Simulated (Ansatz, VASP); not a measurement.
## MgF2 in VASP and in Ansatz

The input INCAR:

```
  ALGO = Normal
  EDIFF = 1E-6
  ENCUT = 600
  GGA = PE
  GGA_COMPAT = F
  ISIF = 2
  ISMEAR = 0
  LASPH = T
  LCHARG = F
  LREAL = F
  LWAVE = F
  NBANDS = 25
  NELM = 120
  PREC = Accurate
  SIGMA = 0.01
```

Contents of KPOINTS:

```
k-points
0
Gamma
  6 6 8
```

POSCAR

```
MgF2
1.0
    4.6220162608      0.0000000000      0.0000000000
    0.0000000000      4.6220162608      0.0000000000
    0.0000000000      0.0000000000      3.0461115457
Mg F
2 4
Direct
    0.0000000000      0.0000000000      0.0000000000
    0.5000000000      0.5000000000      0.5000000000
    0.3029506049      0.3029506049      0.0000000000
    0.1970493951      0.8029506049      0.5000000000
    0.6970493951      0.6970493951      0.0000000000
    0.8029506049      0.1970493951      0.5000000000
```

Input for Ansatz:

```yaml
crystal:
  lattice:
    - [4.6220162608, 0.0, 0.0]
    - [0.0, 4.6220162608, 0.0]
    - [0.0, 0.0, 3.0461115457]
  atoms:
    - { symbol: Mg, position: [0.0, 0.0, 0.0] }
    - { symbol: Mg, position: [0.5, 0.5, 0.5] }
    - { symbol: F, position: [0.3029506049, 0.3029506049, 0.0] }
    - { symbol: F, position: [0.1970493951, 0.8029506049, 0.5] }
    - { symbol: F, position: [0.6970493951, 0.6970493951, 0.0] }
    - { symbol: F, position: [0.8029506049, 0.1970493951, 0.5] }
kpoints:
  mp_grid: { grid: [6, 6, 8] }
hamiltonian:
  xc: pbe
scf:
  occupations: { method: fixed }
output:
  optics:
    e_range: [0.5, 10]
    de: 0.1
    sigma: 0.4
    scissors: 0.3
    scheme: fermi_dirac
    bands: auto
```

Alike in both runs: task single point; functional PBE; k mesh 6 × 6 × 8; no spin polarisation.

|  | VASP | Ansatz |
| --- | --- | --- |
| version | VASP 6.6.1 | Ansatz 0.2.0 |
| potentials or method | VASP PAW PBE potentials, release 64 (Mg, F) | plane waves, PAW |
| plane-wave cutoff (eV) | 600 | 420 |
| occupations | gaussian, width 0.01 eV | fixed |
| valence electrons in the cell | 32 | 48 |

```csv
,VASP,Ansatz,Ansatz less VASP
gap on the k mesh at the Fermi level (eV),7.12,7.16,+0.039
```

VASP's potentials hold 32 valence electrons a cell and Ansatz's 48, so a difference there can come from the potentials and not from the codes.
